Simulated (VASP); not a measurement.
Write the native input for VASP 6.6.1 that does the following.

* Task: single point
* Functional: LDA
* Potentials or basis: VASP PAW LDA potentials, release 64 (Fe, I)
* Cutoff: 520 eV
* k mesh: 5 × 5 × 5
* Occupations: gaussian, width 0.05 eV
* Spin: collinear spin, ferromagnetic start
* Starting moments: [4.0, 4.0, 0.0, 0.0, 0.0, 0.0] μB
* Hubbard terms: Fe d U = 7.0 eV, J = 0.7 eV
* Dipole correction: no
* LDAUTYPE: 1
* Hund's J: 0.7
* Further INCAR settings: ALGO = Normal; EDIFF = 1e-06; NBANDS = 35

The structure of FeI2 lies in POSCAR:

```
FeI2
1.0
    0.0000000000      3.5711740900      3.5711740900
    3.5711740900      0.0000000000      3.5711740900
    7.1423481800      7.1423481800      0.0000000000
Fe I
2 4
Direct
    0.0000000000      0.0000000000      0.0000000000
    0.0000000000      0.0000000000      0.5000000000
    0.2500000000      0.2500000000      0.1250000000
    0.7500000000      0.7500000000      0.3750000000
    0.2500000000      0.2500000000      0.6250000000
    0.7500000000      0.7500000000      0.8750000000
```

These files were run (other wordings do the same):

INCAR

```
ALGO     = Normal         # electronic algorithm
EDIFF    = 1E-6           # SCF threshold, eV
ENCUT    = 520            # plane-wave cutoff, eV
ISIF     = 2              # what is computed and relaxed
ISMEAR   = 0              # smearing method
ISPIN    = 2              # spin polarisation
LASPH    = T              # aspherical terms in the spheres
LCHARG   = F              # write CHGCAR
LDAU     = T              # DFT+U
LDAUJ    = 0.7 0        
LDAUL    = 2 -1           # shell
LDAUPRINT= 1            
LDAUTYPE = 1            
LDAUU    = 7 0            # U, eV
LMAXMIX  = 4              # l up to which the mixer works
LORBIT   = 11             # projections on sites
LREAL    = F              # projectors in reciprocal space
LWAVE    = F              # write WAVECAR
MAGMOM   = 4 4 0 0 0 0    # initial moments
NBANDS   = 35             # bands
NELM     = 150            # most SCF steps
PREC     = Accurate       # precision mode
SIGMA    = 0.05           # smearing width, eV
```

KPOINTS

```
k-points
0
Gamma
  5 5 5
```

Potentials or basis: VASP PAW LDA potentials, release 64 (Fe, I).

Command:

```console
$ cat potpaw_LDA.64/Fe/POTCAR potpaw_LDA.64/I/POTCAR > POTCAR
$ mpirun -np 1 vasp_std > vasp.out
```

Results of the run:

```yaml
Pressure: -3.2 GPa
Net_moment: 4.81 μB per cell
Site_moments: Fe +2.84; I -0.18 μB
Valence_electrons_inside_the_program's_atomic_spheres: Fe 6.94; I 4.24
```

Caveat: the cell stands under tension.

Wall time 8.4 min on 1 thread of AMD EPYC 7R43 64-Core Processor (Zen 3), with other jobs on the host, peak memory 0.37 GiB.
